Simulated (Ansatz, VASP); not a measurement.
# TaRu: VASP beside Ansatz

INCAR

```
SYSTEM = TaRu
ALGO = Normal
EDIFF = 1E-8
ENCUT = 520
GGA = CA
ISIF = 2
ISMEAR = -1
LASPH = .TRUE.
LCHARG = .FALSE.
LEFG = .TRUE.
LREAL = .FALSE.
LWAVE = .FALSE.
NBANDS = 20
NELM = 80
PREC = Accurate
SIGMA = 0.05
```

File KPOINTS:

```
k-points
0
G
  11 11 10
  0 0 0
```

POSCAR

```
TaRu
1.0
    3.0117381852      0.0000000000      0.0000000000
    0.0000000000      3.0117381852      0.0000000000
    0.0000000000      0.0000000000      3.3431970880
Ta Ru
1 1
Direct
    0.5000000000      0.5000000000      0.5000000000
    0.0000000000      0.0000000000      0.0000000000
```

Input for Ansatz:

```yaml
crystal:
  lattice:
    - [3.0117381852, 0.0, 0.0]
    - [0.0, 3.0117381852, 0.0]
    - [0.0, 0.0, 3.343197088]
  atoms:
    - { symbol: Ta, position: [0.5, 0.5, 0.5] }
    - { symbol: Ru, position: [0.0, 0.0, 0.0] }
kpoints:
  mp_grid: { grid: [11, 11, 10] }
scf:
  occupations: { method: fermi_dirac, width: 0.05 }
hamiltonian:
  xc: lda
  pseudopotentials: { kind: all_electron, datasets: crystal }
output:
  forces: true
  stress: true
  eigenvalues: true
  efg: { contact_densities: true }
```

Change from the starting cell: volume scaled by 0.96, crystal datasets.

Alike in both runs: task electric field gradients; functional LDA; k mesh 11 × 11 × 10; occupations fermi-dirac, width 0.05 eV; no spin polarisation.

|  | VASP | Ansatz |
| --- | --- | --- |
| version | VASP 6.6.1 | Ansatz 0.2.0 |
| potentials or method | VASP PAW LDA potentials, release 64 (Ta_pv, Ru_pv), cutoff 520 eV | all-electron PAW with datasets made for the crystal, scalar-relativistic |

|  | VASP | Ansatz | Ansatz less VASP |
| --- | --- | --- | --- |
| pressure (GPa) | 1.4 | 0.4 | -0.96 |
| traceless stress, the component that is largest in VASP (GPa) | 0.36 | 0.47 | +0.104 |
| size of Vzz on the site where it differs most (V/Å²) | 34.0 | 27.7 | -6.34 |

LDA's correlation is that of Perdew and Zunger in VASP and of Perdew and Wang (1992) in Ansatz. Ansatz ran all-electron here, and VASP with PAW potentials.

Neither program's run includes spin-orbit coupling.
